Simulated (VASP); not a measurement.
LiF:

```xyz
4
Lattice="3.0609 0.0000 0.0000 -1.5305 2.6509 0.0000 0.0000 0.0000 4.8073" Properties=species:S:1:pos:R:3 pbc="T T T"
Li    0.0000    1.7672    1.8323
Li    1.5305    0.8836    4.2360
F     0.0000    1.7672    4.7777
F     1.5305    0.8836    2.3741
```

```yaml
Program: VASP 6.6.1
Task: relaxation of cell and atoms
Functional: LDA
Potentials_or_basis: VASP PAW LDA potentials, release 64 (Li_sv, F)
Cutoff: 600 eV
k_mesh: 6 × 6 × 4
Occupations: gaussian, width 0.01 eV
Spin: no spin polarisation
```

At the start: pressure -3.4 GPa; volume 9.75 Å³/atom.

**Question.** Where does the relaxation end?

**Answer.** Over 9 steps the energy falls by 6.6 meV/atom and the volume is 9.16 Å³/atom (-6.1 %); space group P6_3mc (No. 186, to 0.1 Å) before and after.

The path:
```tsv
step	energy change (eV)	largest force (eV/Å)	pressure (GPa)	volume (Å³)
1	0.0000	0.0087	-3.39	39.01
2	-0.0188	0.0031	-1.77	37.86
3	-0.0249	0.0155	-0.15	36.86
4	-0.0250	0.0167	0.00	36.77
5	-0.0250	0.0173	0.08	36.73
6	-0.0251	0.0156	0.08	36.73
7	-0.0254	0.0110	0.09	36.71
8	-0.0259	0.0030	0.10	36.68
9	-0.0263	0.0085	0.08	36.63
```

Final structure:
```yaml
crystal:
  lattice:
    - [3.02666, 0.00000, 0.00000]
    - [-1.51333, 2.62117, 0.00000]
    - [0.00000, 0.00000, 4.61663]
  atoms:
    - { symbol: Li, position: [0.33333, 0.66667, 0.38561] }
    - { symbol: Li, position: [0.66667, 0.33333, 0.88561] }
    - { symbol: F, position: [0.33333, 0.66667, 0.98938] }
    - { symbol: F, position: [0.66667, 0.33333, 0.48938] }
```

Caveat: the cutoff is under 1.25 times the usual one of these potentials, so pressure, stress and relaxed cells hold a basis-set (Pulay) error.
